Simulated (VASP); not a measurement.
Wanted: the native input for a VASP 6.6.1 run.

- Task: relaxation of cell and atoms
- Functional: PBE
- Potentials or basis: VASP PAW PBE potentials, release 64 (Hf_pv, Ta_pv, N)
- Cutoff: 600 eV
- k mesh: 4 × 4 × 4
- Occupations: gaussian, width 0.1 eV
- Spin: no spin polarisation
- Dipole correction: no
- Further INCAR settings: ALGO = Normal; EDIFF = 1e-06; IBRION = 2; EDIFFG = -0.04; NSW = 90; ISIF = 3

The structure of Hf2TaN2 lies in POSCAR:

```
Hf2TaN2
1.0
    3.9554573300      0.0000000000      0.0000000000
    0.0000000000      3.9554573300      0.0000000000
    0.0000000000      0.0000000000      5.3654614000
Hf Ta N
2 1 2
Direct
    0.0000000000      0.5000000000      0.5000000000
    0.5000000000      0.0000000000      0.5000000000
    0.0000000000      0.0000000000      0.0000000000
    0.5000000000      0.5000000000      0.2399999900
    0.5000000000      0.5000000000      0.7600000100
```

The cell was generated, and may not be a known phase.

These files were run (other wordings do the same):

INCAR

```
SYSTEM = Hf2TaN2
  PREC = Accurate
  ENCUT = 600
  EDIFF = 1E-6
  ISMEAR = 0
  SIGMA = 0.1
  LREAL = .False.
  LASPH = .True.
  NELM = 100
  ALGO = Normal
  ISIF = 3
  LWAVE = .False.
  LCHARG = .False.
  GGA = PE
  IBRION = 2
  NSW = 90
  EDIFFG = -0.04
```

KPOINTS

```
regular mesh
0
Gamma
  4 4 4
  0 0 0
```

Potentials or basis: VASP PAW PBE potentials, release 64 (Hf_pv, Ta_pv, N).

Command:

```sh
$ cat potpaw_PBE.64/Hf_pv/POTCAR potpaw_PBE.64/Ta_pv/POTCAR potpaw_PBE.64/N/POTCAR > POTCAR
$ mpirun -np 1 vasp_std > vasp.out
```

It gave:

The relaxed volume is 14.49 Å³/atom and the relaxed cell is a = 3.753 Å, b = 3.753 Å, c = 5.145 Å, α = 90.00°, β = 90.00°, γ = 90.00°. The space group after relaxing (to 0.1 Å) is P4/mmm (No. 123). The energy gained by relaxing is 170.8 meV/atom and the ionic steps are 8. The pressure after relaxing is 0.0 GPa. The band gap on the k mesh is zero (an odd number of electrons rules out a gap without spin polarisation).

Caveat: the k points lie up to 0.42 Å⁻¹ apart in the final cell, too coarse for converged energies and pressures of a metal; spin-orbit coupling is left out, which moves the levels of the heavy elements.

Run time: 95 s on 1 thread of Intel(R) Xeon(R) 6975P-C (Granite Rapids) (shared host), peak memory 0.26 GiB.
